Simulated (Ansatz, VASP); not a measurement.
# Cu: VASP beside Ansatz

```
CELL_PARAMETERS angstrom
0.00000 1.82500 1.82500
1.82500 0.00000 1.82500
1.82500 1.82500 0.00000
ATOMIC_POSITIONS crystal
Cu 0.00000 0.00000 0.00000
```

Alike in both runs: task relaxation of cell and atoms; functional r2SCAN; dispersion rVV10; k mesh 10 × 10 × 10; occupations gaussian, width 0.1 eV; no spin polarisation.

|  | VASP | Ansatz |
| --- | --- | --- |
| version | VASP 6.6.1 | Ansatz 0.2.0 |
| potentials or method | VASP PAW PBE potentials, release 64 (Cu_sv_GW), cutoff 900 eV | scalar-relativistic, plane waves, PAW |
| valence electrons in the cell | 19 | 19 |

VASP gave:

| Item | Value |
| --- | --- |
| gap on the k mesh at the Fermi level, each at its own relaxed structure (eV) | none |
| relaxed volume (Å³/atom) | 11.20 |
| relaxed length of the cell vector where the two differ most in proportion (Å) | 2.512 |

Estimate Ansatz's values.

gap on the k mesh at the Fermi level, each at its own relaxed structure (eV): none; relaxed volume (Å³/atom): 11.32; relaxed length of the cell vector where the two differ most in proportion (Å): 2.520.

VASP's potentials were made for PBE, not for r2SCAN. A gap of «none» marks a metal or a gap that the smearing closes.
